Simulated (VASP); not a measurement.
# SnO2 (P4_2/mnm) in VASP: further runs

Runs on SnO2. Level: LDA. Tasks: single point.

All numbers are computed with VASP 6.6.1; they aren't measurements. Logs are shortened: lines on timing, memory, paths and dates and some standing lists are left out, and cuts for length are marked.

**1. The cell of the first run**

It takes space group P4_2/mnm (No. 136, tetragonal). Conventional cell: a = 4.641 Å, b = 4.641 Å, c = 3.121 Å, α = 90.00°, β = 90.00°, γ = 90.00°. Within 2.7 Å of Sn (site symmetry mmm) lie 6 O at 2.01 to 2.02 Å. Within 2.7 Å of O (site symmetry m2m) lie 3 Sn at 2.01 to 2.02 Å and 1 O at 2.55 Å.

**2. Single point, LDA (volume scaled by 0.94)**

The input, INCAR:

```
PREC = Accurate
ENCUT = 520
EDIFF = 1E-6
ISMEAR = -1
SIGMA = 0.03
LREAL = F
LASPH = T
NELM = 60
ALGO = Normal
ISIF = 2
LWAVE = F
LCHARG = F
GGA = CA
NBANDS = 35
```

The input, KPOINTS:

```
regular mesh
0
Gamma
  4 4 6
```

The input, POSCAR:

```
SnO2
1.0
    4.6406422521      0.0000000000      0.0000000000
    0.0000000000      4.6406422521      0.0000000000
    0.0000000000      0.0000000000      3.1213531768
Sn O
2 4
Direct
    0.0000000000      0.0000000000      0.0000000000
    0.5000000000      0.5000000000      0.5000000000
    0.3056200000      0.3056200000      0.0000000000
    0.1943800000      0.8056200000      0.5000000000
    0.6943800000      0.6943800000      0.0000000000
    0.8056200000      0.1943800000      0.5000000000
```

Potentials or basis: VASP PAW LDA potentials, release 64 (Sn_d, O).

The run is started by

```sh
$ cat potpaw_LDA.64/Sn_d/POTCAR potpaw_LDA.64/O/POTCAR > POTCAR
$ mpirun -np 1 vasp_std > vasp.out
```

OUTCAR:

```text
PREC = Accurate
   ENCUT = 520
   EDIFF = 1E-6
   ISMEAR = -1
   LREAL = F
   LASPH = T
   NELM = 60
   ISIF = 2
   GGA = CA

 ion  position               nearest neighbor table
   1  0.000  0.000  0.000-   3 2.01   5 2.01   4 2.02   6 2.02   4 2.02   6 2.02   2 3.63   2 3.63
                             2 3.63   2 3.63   2 3.63   2 3.63   2 3.63   2 3.63
   2  0.500  0.500  0.500-   4 2.01   6 2.01   5 2.02   3 2.02   3 2.02   5 2.02   1 3.63   1 3.63
                             1 3.63   1 3.63   1 3.63   1 3.63   1 3.63   1 3.63
   3  0.306  0.306  0.000-   1 2.01   2 2.02   2 2.02
   4  0.194  0.806  0.500-   2 2.01   1 2.02   1 2.02
   5  0.694  0.694  0.000-   1 2.01   2 2.02   2 2.02
   6  0.806  0.194  0.500-   2 2.01   1 2.02   1 2.02

  LATTYP: Found a simple tetragonal cell.
 ALAT       =     4.6406422521
 C/A-ratio  =     0.6726123255

  Lattice vectors:

 A1 = (   4.6406422521,   0.0000000000,   0.0000000000)
 A2 = (   0.0000000000,   4.6406422521,   0.0000000000)
 A3 = (   0.0000000000,   0.0000000000,   3.1213531768)

Analysis of symmetry for initial positions (statically):
=====================================================================
 Subroutine PRICEL returns:
 Original cell was already a primitive cell.

 Routine SETGRP: Setting up the symmetry group for a
 simple tetragonal supercell.

 Subroutine GETGRP returns: Found 16 space group operations
 (whereof  8 operations were pure point group operations)
 out of a pool of 16 trial point group operations.

The static configuration has the point symmetry D_2h.
 The point group associated with its full space group is D_4h.

Analysis of symmetry for dynamics (positions and initial velocities):
=====================================================================
 Subroutine PRICEL returns:
 Original cell was already a primitive cell.

 Routine SETGRP: Setting up the symmetry group for a
 simple tetragonal supercell.

 Subroutine GETGRP returns: Found 16 space group operations
 (whereof  8 operations were pure point group operations)
 out of a pool of 16 trial point group operations.

The dynamic configuration has the point symmetry D_2h.
 The point group associated with its full space group is D_4h.

 Subroutine INISYM returns: Found 16 space group operations
 (whereof  8 operations are pure point group operations),
 and found     1 'primitive' translations

[... 100 lines left out ...]
   NELM   =     60;   NELMIN=  2; NELMDL= -5     # of ELM steps
   EDIFF  = 0.1E-05   stopping-criterion for ELM
   LREAL  =      F    real-space projection
   EDIFFG = 0.1E-04   stopping-criterion for IOM
   NSW    =      0    number of steps for IOM
   IBRION =     -1    ionic relax: 0-MD 1-quasi-New 2-CG
   NFREE  =      0    steps in history (QN), initial steepest desc. (CG)
   ISIF   =      2    stress and relaxation
   ISYM   =      2    0-nonsym 1-usesym 2-fastsym
   POTIM  = 0.5000    time-step for ionic-motion
   TEBEG  =    0.0;   TEEND  =   0.0 temperature during run
   PSTRESS=    0.0 pullay stress
   NELECT =      52.0000    total number of electrons
   NUPDOWN=      -1.0000    fix difference up-down
   EMIN   =  10.00;   EMAX   =-10.00  energy-range for DOS
   EFERMI =   0.00;   METHOD = LEGACY
   ISMEAR =    -1;   SIGMA  =   0.03  broadening in eV -4-tet -1-fermi 0-gaus
   EFERMI_NEDOS =   21; number of points for ismear=-14 and -15
   IALGO  =     38    algorithm
   IMIX   =      4    mixing-type and parameters
     AMIX     =   0.40;   BMIX     =  1.00
     AMIX_MAG =   1.60;   BMIX_MAG =  1.00
  volume/ion in A,a.u.               =      11.20        75.60
  Fermi-wavevector in a.u.,A,eV,Ry     =   1.502829  2.839935 30.728692  2.258495
  Thomas-Fermi vector in A             =   2.614019
   LORBIT       =      0    0 simple, 1 ext, 2 COOP (PROOUT), +10 PAW based schemes
   GGA     = CA    functional components
   LHFCALC =     F    Hartree Fock is set to
   AEXX    =    0.0000 exact exchange contribution
   IVDW    =     0    specifies the selected vdW correction
   LEPSILON=     F    determine dielectric tensor
   LRPA    =     F    only Hartree local field effects (RPA)
 non-spin polarized calculation
  energy-cutoff  :      520.00
  volume of cell :       67.22
 maximum number of plane-waves:      1835
 NGX is ok and might be reduce to    36
   NGX = 17   NGY = 17   NGZ = 11

 number of electron      51.9999998 magnetization

 Free energy of the ion-electron system (eV)
  ---------------------------------------------------
  ext. energy  EPLUGINS =         0.00000000
  ---------------------------------------------------
  free energy    TOTEN  =       -42.07631076 eV

  energy without entropy =      -42.07631076  energy(sigma->0) =      -42.07631076

 E-fermi :   7.2287     XC(G=0): -12.1309

 val. band max:        6.6295113057   @ k =   0.0000   0.0000   0.0000
 cond. band min:       8.5260468914   @ k =   0.0000   0.0000   0.0000
 fundamental gap:      1.8965355857
 Fermi energy:         7.2287133665

 k-point     1 :       0.0000    0.0000    0.0000
  band No.  band energies     occupation
      1     -14.5164      2.00000
      2     -13.6374      2.00000
      3     -13.2180      2.00000
      4     -13.1979      2.00000
      5     -13.1979      2.00000
      6     -13.1397      2.00000
[... 901 lines left out ...]
     34      18.2147      0.00000
     35      19.8873      0.00000

------------------------ aborting loop because EDIFF is reached ----------------------------------------

  FORCE on cell =-STRESS in cart. coord.  units (eV):
  Direction    XX          YY          ZZ          XY          YZ          ZX
  --------------------------------------------------------------------------------------
  -------------------------------------------------------------------------------------
  Total        5.7646357      5.7646357      8.0012407      0.0000000      0.0000000      0.0000000
  in kB      137.3989332    137.3989332    190.7079617      0.0000000      0.0000000      0.0000000
  external PRESSURE =     155.1686093 kB  Pullay stress =       0.0000000 kB

 VOLUME and BASIS-vectors are now :
 -----------------------------------------------------------------------------
  energy-cutoff  :      520.00
  volume of cell :       67.22
      direct lattice vectors                 reciprocal lattice vectors
     4.640642252  0.000000000  0.000000000     0.215487414  0.000000000  0.000000000
     0.000000000  4.640642252  0.000000000     0.000000000  0.215487414  0.000000000
     0.000000000  0.000000000  3.121353177     0.000000000  0.000000000  0.320373871

 POSITION                                       TOTAL-FORCE (eV/Angst)
 -----------------------------------------------------------------------------------
      0.00000      0.00000      0.00000         0.000000      0.000000      0.000000
      2.32032      2.32032      1.56068         0.000000      0.000000      0.000000
      1.41827      1.41827      0.00000        -0.128542     -0.128542     -0.000000
      0.90205      3.73859      1.56068         0.128542     -0.128542     -0.000000
      3.22237      3.22237      0.00000         0.128542      0.128542      0.000000
      3.73859      0.90205      1.56068        -0.128542      0.128542      0.000000
 -----------------------------------------------------------------------------------
    total drift:                                0.000000      0.000000      0.000000

  FREE ENERGIE OF THE ION-ELECTRON SYSTEM (eV)
  ---------------------------------------------------
  free  energy   TOTEN  =       -42.0763107552 eV

  energy  without entropy=      -42.0763107551  energy(sigma->0) =      -42.07631076
```

OSZICAR:

```text
N       E                     dE             d eps       ncg     rms          rms(c)
DAV:   1     0.633163192921E+03    0.63316E+03   -0.25493E+04  1861   0.236E+03
DAV:   2     0.523945658251E+02   -0.58077E+03   -0.54753E+03  1808   0.621E+02
DAV:   3    -0.434221011183E+02   -0.95817E+02   -0.94277E+02  1817   0.209E+02
DAV:   4    -0.483300343109E+02   -0.49079E+01   -0.48753E+01  2092   0.506E+01
DAV:   5    -0.484559747176E+02   -0.12594E+00   -0.12575E+00  2221   0.851E+00    0.166E+01
DAV:   6    -0.421314283119E+02    0.63245E+01   -0.16952E+01  2637   0.638E+01    0.682E+00
DAV:   7    -0.421689033681E+02   -0.37475E-01   -0.20606E+00  1951   0.804E+00    0.331E+00
DAV:   8    -0.420904275708E+02    0.78476E-01   -0.19035E-01  2402   0.478E+00    0.755E-01
DAV:   9    -0.420761919603E+02    0.14236E-01   -0.32425E-02  2681   0.329E+00    0.138E-01
DAV:  10    -0.420762999029E+02   -0.10794E-03   -0.30798E-03  1949   0.389E-01    0.615E-02
DAV:  11    -0.420763114486E+02   -0.11546E-04   -0.16209E-04  2487   0.112E-01    0.195E-02
DAV:  12    -0.420763124495E+02   -0.10010E-05   -0.16283E-05  2522   0.426E-02    0.961E-03
DAV:  13    -0.420763107026E+02    0.17469E-05   -0.56467E-06  2001   0.418E-02    0.159E-03
DAV:  14    -0.420763107552E+02   -0.52568E-07   -0.76851E-07  1128   0.806E-03
   1 F= -.42076311E+02 E0= -.42076311E+02  d E =-.277612E-10
```

It took 76 s on 1 thread of Intel Xeon 8259CL, shared host; peak memory 0.18 GiB.

Results:

```
Free energy            : -42.0763 eV
Pressure               : 15.5 GPa
Largest force          : 0.182 eV/Å
Band gap on the k mesh : 1.90 eV, direct
```

Forces on the atoms (eV/Å):
```
Sn   0.000  0.000  0.000
Sn   0.000  0.000  0.000
O   -0.129 -0.129  0.000
O    0.129 -0.129  0.000
O    0.129  0.129  0.000
O   -0.129  0.129  0.000
```

Caveat: spin-orbit coupling is left out, which moves the levels of the heavy elements.

(Continued in part 2 of 2.)
